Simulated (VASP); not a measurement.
Runs of VASP 6.6.1 on Ir. The structure is that of space group Fm-3m (No. 225), or close to it. The cells are those of the table. 

```tsv
task	cell	cutoff (eV)	gap on the mesh (eV)	pressure (GPa)
single point	a = 2.539 Å, angles 60.0°, 1 atom	500	none	(a)
single point	a = 2.537 Å, angles 60.0°, 1 atom	520	none	143.4
relaxation of cell and atoms	relaxed from a = 2.738 Å, angles 60.0°, 1 atom	600	none	0.0
relaxation of cell and atoms	relaxed to 140 GPa from a = 2.539 Å, angles 60.0°, 1 atom	600	none	140.0
single point	a = 2.737 Å, angles 60.0°, 1 atom	520	none	0.5
```

Alike in all rows: level PBE; potentials or basis VASP PAW PBE potentials, release 64 (Ir); no spin polarisation; k mesh 18 × 18 × 18; smearing fermi-dirac 0.08 eV.

**Question.** Estimate the missing entries.

**Answer.** (a) 140.5.

Caveats: spin-orbit coupling is left out, which moves the levels of the heavy elements; the cell is relaxed towards a set pressure, so the enthalpy falls and the energy may rise (some runs).

A k mesh can miss the band edges, and the runs leave out spin-orbit coupling on Ir.

A gap of «none» marks levels without a gap at the run's occupations.
